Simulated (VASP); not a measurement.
# AlN (P6_3mc) in VASP: single point with r2SCANh

Aim: the single point of AlN with r2SCANh.

Everything below comes from runs of VASP 6.6.1. Logs are shortened: lines on timing, memory, paths and dates and some standing lists are left out, and cuts for length are marked.

## (1) The cell of the first run

Symmetry: P6_3mc, No. 186, hexagonal system. The conventional cell has a = 3.113 Å, b = 3.113 Å, c = 4.981 Å, α = 90.00°, β = 90.00°, γ = 120.00°. Within 2.5 Å of Al (site symmetry 3m) lie 4 N at 1.89 Å. Within 2.5 Å of N (site symmetry 3m) lie 4 Al at 1.89 Å.

## (2) Single point, r2SCANh

Contents of POSCAR:

```
AlN
1.0
    3.1130000000      0.0000000000      0.0000000000
   -1.5565000000      2.6959370800      0.0000000000
    0.0000000000      0.0000000000      4.9810000000
Al N
2 2
Direct
    0.3333333333      0.6666666667      0.0000000000
    0.6666666667      0.3333333333      0.5000000000
    0.3333333333      0.6666666667      0.3800000000
    0.6666666667      0.3333333333      0.8800000000
```

Contents of INCAR.step1:

```
PREC = Accurate ; ENCUT = 520
EDIFF = 1E-5 ; ISMEAR = 0
SIGMA = 0.01 ; LREAL = F
LASPH = T ; NELM = 100
ALGO = Normal ; ISIF = 2
LWAVE = T ; LCHARG = F
NBANDS = 16 ; GGA = PE
```

Contents of INCAR.step2:

```
PREC = Accurate ; ENCUT = 520
EDIFF = 1E-7 ; ISMEAR = 0
SIGMA = 0.01 ; LREAL = F
LASPH = T ; NELM = 100
ALGO = Normal ; ISIF = 2
LWAVE = F ; LCHARG = F
METAGGA = R2SCAN ; LHFCALC = T
AEXX = 0.1 ; LMIXTAU = T
PRECFOCK = Normal ; NBANDS = 16
ISTART = 1
```

Contents of KPOINTS:

```
Automatic mesh
0
Gamma
  6 6 4
```

Potentials or basis: VASP PAW PBE potentials, release 64 (Al, N).

Started as:

```console
$ cat potpaw_PBE.64/Al/POTCAR potpaw_PBE.64/N/POTCAR > POTCAR
$ cp INCAR.step1 INCAR
$ mpirun -np 1 vasp_std > vasp.out
$ cp INCAR.step2 INCAR
$ mpirun -np 1 vasp_std > vasp.out
```

OUTCAR:

```text
PREC = Accurate
   ENCUT = 520
   EDIFF = 1E-7
   ISMEAR = 0
   LREAL = F
   LASPH = T
   NELM = 100
   ISIF = 2
   METAGGA = R2SCAN
   LHFCALC = T
   AEXX = 0.1
   PRECFOCK = Normal
   ISTART = 1

 ion  position               nearest neighbor table
   1  0.333  0.667  0.000-   3 1.89   4 1.89   4 1.89   4 1.89   2 3.07   2 3.07   2 3.07   2 3.07
                             2 3.07   2 3.07
   2  0.667  0.333  0.500-   4 1.89   3 1.89   3 1.89   3 1.89   1 3.07   1 3.07   1 3.07   1 3.07
                             1 3.07   1 3.07
   3  0.333  0.667  0.380-   1 1.89   2 1.89   2 1.89   2 1.89
   4  0.667  0.333  0.880-   2 1.89   1 1.89   1 1.89   1 1.89

  LATTYP: Found a hexagonal cell.
 ALAT       =     3.1130000000
 C/A-ratio  =     1.6000642467

  Lattice vectors:

 A1 = (   3.1130000000,   0.0000000000,   0.0000000000)
 A2 = (  -1.5565000000,   2.6959370800,   0.0000000000)
 A3 = (   0.0000000000,   0.0000000000,   4.9810000000)

Analysis of symmetry for initial positions (statically):
=====================================================================
 Subroutine PRICEL returns:
 Original cell was already a primitive cell.

 Routine SETGRP: Setting up the symmetry group for a
 hexagonal supercell.

 Subroutine GETGRP returns: Found 12 space group operations
 (whereof  6 operations were pure point group operations)
 out of a pool of 24 trial point group operations.

The static configuration has the point symmetry C_3v.
 The point group associated with its full space group is C_6v.

Analysis of symmetry for dynamics (positions and initial velocities):
=====================================================================
 Subroutine PRICEL returns:
 Original cell was already a primitive cell.

 Routine SETGRP: Setting up the symmetry group for a
 hexagonal supercell.

 Subroutine GETGRP returns: Found 12 space group operations
 (whereof  6 operations were pure point group operations)
 out of a pool of 24 trial point group operations.

The dynamic configuration has the point symmetry C_3v.
 The point group associated with its full space group is C_6v.

 Subroutine INISYM returns: Found 12 space group operations
 (whereof  6 operations are pure point group operations),
 and found     1 'primitive' translations

[... 100 lines left out ...]
   ISIF   =      2    stress and relaxation
   ISYM   =      3    0-nonsym 1-usesym 2-fastsym
   POTIM  = 0.5000    time-step for ionic-motion
   TEBEG  =    0.0;   TEEND  =   0.0 temperature during run
   PSTRESS=    0.0 pullay stress
   NELECT =      16.0000    total number of electrons
   NUPDOWN=      -1.0000    fix difference up-down
   EMIN   =  10.00;   EMAX   =-10.00  energy-range for DOS
   EFERMI =   0.00;   METHOD = LEGACY
   ISMEAR =     0;   SIGMA  =   0.01  broadening in eV -4-tet -1-fermi 0-gaus
   EFERMI_NEDOS =   21; number of points for ismear=-14 and -15
   IALGO  =     38    algorithm
   IMIX   =      1    mixing-type and parameters
     AMIX     =   0.40;   BMIX     =  1.00
     AMIX_MAG =   1.60;   BMIX_MAG =  1.00
  volume/ion in A,a.u.               =      10.45        70.52
  Fermi-wavevector in a.u.,A,eV,Ry     =   1.188629  2.246183 19.222843  1.412839
  Thomas-Fermi vector in A             =   2.324754
   LORBIT       =      0    0 simple, 1 ext, 2 COOP (PROOUT), +10 PAW based schemes
   METAGGA = R2SCAN    functional components
   LHFCALC =     T    Hartree Fock is set to
   PRECFOCK=normal    Normal, Fast or Accurate (Low or Medium for compatibility)
   ENCUT4O =  -1.0   cutoff for four orbital integrals eV
   NKREDX  =     1    reduce k-point grid by
   NKREDY  =     1    reduce k-point grid by
   NKREDZ  =     1    reduce k-point grid by
   AEXX    =    0.1000 exact exchange contribution
   HFSCREEN=    0.0000 screening length (either q_TF or 0.3 A-1)
   HFSCREENC=   0.0000 screening length for correlation (either q_TF or 0.3 A-1)
   ENCUTFOCK=  -1.0 apply spherical cutoff to Coloumb kernel
   IVDW    =     0    specifies the selected vdW correction
   LEPSILON=     F    determine dielectric tensor
   LRPA    =     F    only Hartree local field effects (RPA)
 non-spin polarized calculation
 Gauss-broadening in eV      SIGMA  =   0.01
  energy-cutoff  :      520.00
  volume of cell :       41.80
 maximum number of plane-waves:      1152
 NGX is ok and might be reduce to    24
  NGX = 18; NGY = 18; NGZ = 28

 number of electron      15.9999997 magnetization

 Free energy of the ion-electron system (eV)
  ---------------------------------------------------
  ext. energy  EPLUGINS =         0.00000000
  ---------------------------------------------------
  free energy    TOTEN  =       -40.33878549 eV

  energy without entropy =      -40.33878549  energy(sigma->0) =      -40.33878549

 E-fermi :   5.4503     XC(G=0): -10.3881

 val. band max:        5.3787713408   @ k =   0.0000   0.0000   0.0000
 cond. band min:      11.0101037520   @ k =   0.0000   0.0000   0.0000
 fundamental gap:      5.6313324112
 Fermi energy:         5.4503181459

 k-point     1 :       0.0000    0.0000    0.0000
  band No.  band energies     occupation
      1     -11.0533      2.00000
      2      -8.8758      2.00000
      3      -0.8617      2.00000
      4       4.4895      2.00000
      5       4.4895      2.00000
      6       5.1823      2.00000
[... 376 lines left out ...]
      3       0.3671      2.00000
      4       0.3671      2.00000
      5       1.3763      2.00000
      6       1.3763      2.00000
[... 8 lines left out ...]
     15      21.0092      0.00000
     16      21.0092      0.00000

------------------------ aborting loop because EDIFF is reached ----------------------------------------

  FORCE on cell =-STRESS in cart. coord.  units (eV):
  Direction    XX          YY          ZZ          XY          YZ          ZX
  --------------------------------------------------------------------------------------
  -------------------------------------------------------------------------------------
  Total       -0.8208040     -0.8208040     -0.3575281      0.0000000      0.0000000      0.0000000
  in kB      -31.4589803    -31.4589803    -13.7029917      0.0000000      0.0000000      0.0000000
  external PRESSURE =     -25.5403174 kB  Pullay stress =       0.0000000 kB

 VOLUME and BASIS-vectors are now :
 -----------------------------------------------------------------------------
  energy-cutoff  :      520.00
  volume of cell :       41.80
      direct lattice vectors                 reciprocal lattice vectors
     3.113000000  0.000000000  0.000000000     0.321233537  0.185464269  0.000000000
    -1.556500000  2.695937080  0.000000000     0.000000000  0.370928538  0.000000000
     0.000000000  0.000000000  4.981000000     0.000000000  0.000000000  0.200762899

 POSITION                                       TOTAL-FORCE (eV/Angst)
 -----------------------------------------------------------------------------------
     -0.00000      1.79729      0.00000        -0.000000      0.000000     -0.125791
      1.55650      0.89865      2.49050         0.000000      0.000000     -0.125791
     -0.00000      1.79729      1.89278        -0.000000     -0.000000      0.125791
      1.55650      0.89865      4.38328         0.000000      0.000000      0.125791
 -----------------------------------------------------------------------------------
    total drift:                               -0.000000     -0.000000     -0.020983

  FREE ENERGIE OF THE ION-ELECTRON SYSTEM (eV)
  ---------------------------------------------------
  free  energy   TOTEN  =       -40.3387854893 eV

  energy  without entropy=      -40.3387854893  energy(sigma->0) =      -40.33878549
```

OSZICAR.step1:

```text
N       E                     dE             d eps       ncg     rms          rms(c)
DAV:   1     0.413163002604E+02    0.41316E+02   -0.73906E+03   672   0.898E+02
DAV:   2    -0.310890603883E+02   -0.72405E+02   -0.65544E+02   880   0.187E+02
DAV:   3    -0.344974395814E+02   -0.34084E+01   -0.33997E+01   896   0.426E+01
DAV:   4    -0.345177560668E+02   -0.20316E-01   -0.20315E-01   776   0.368E+00
DAV:   5    -0.345180186966E+02   -0.26263E-03   -0.26263E-03   896   0.421E-01    0.122E+01
DAV:   6    -0.297574746816E+02    0.47605E+01   -0.10678E+01   792   0.237E+01    0.416E+00
DAV:   7    -0.297817387881E+02   -0.24264E-01   -0.68391E-01   744   0.581E+00    0.295E+00
DAV:   8    -0.297744109731E+02    0.73278E-02   -0.60508E-02   744   0.226E+00    0.592E-01
DAV:   9    -0.297693775137E+02    0.50335E-02   -0.12315E-02   840   0.817E-01    0.247E-01
DAV:  10    -0.297700014906E+02   -0.62398E-03   -0.22515E-03   712   0.299E-01    0.132E-01
DAV:  11    -0.297699206190E+02    0.80872E-04   -0.17505E-04   792   0.102E-01    0.327E-02
DAV:  12    -0.297699237113E+02   -0.30923E-05   -0.10922E-05   592   0.269E-02
   1 F= -.29769924E+02 E0= -.29769924E+02  d E =-.127567E-18
```

Run time: 52 min. Hardware: 1 thread of Intel Xeon 8259CL, shared host; peak memory 0.18 GiB.

Results:

```
Free energy            : -40.3388 eV
Pressure               : -2.6 GPa
Largest force          : 0.126 eV/Å
Band gap on the k mesh : 5.63 eV
```

Forces on the atoms (eV/Å):
```
Al   0.000  0.000 -0.126
Al   0.000  0.000 -0.126
N    0.000  0.000  0.126
N    0.000  0.000  0.126
```

Levels at points of the mesh, in eV from the valence-band top:
```tsv
k point	band 4	band 5	band 6	band 7	band 8	band 9	band 10	band 11	band 12	band 13
(0.00, 0.00, 0.00)	-0.89	-0.89	-0.20	-0.20	0.00	5.63	8.27	12.49	12.85	12.85
(0.50, 0.00, 0.00)	-4.32	-3.49	-2.19	-1.81	-0.70	7.21	7.29	9.83	12.14	12.53
(0.00, 0.00, 0.50)	-3.46	-0.55	-0.55	-0.55	-0.55	8.00	8.00	12.14	12.14	13.16
(0.50, 0.00, 0.50)	-5.82	-1.52	-1.52	-1.42	-1.42	6.74	6.74	10.95	10.95	13.84
```

Caveat: the PAW data sets were made with another functional, which shifts forces and pressure a little.
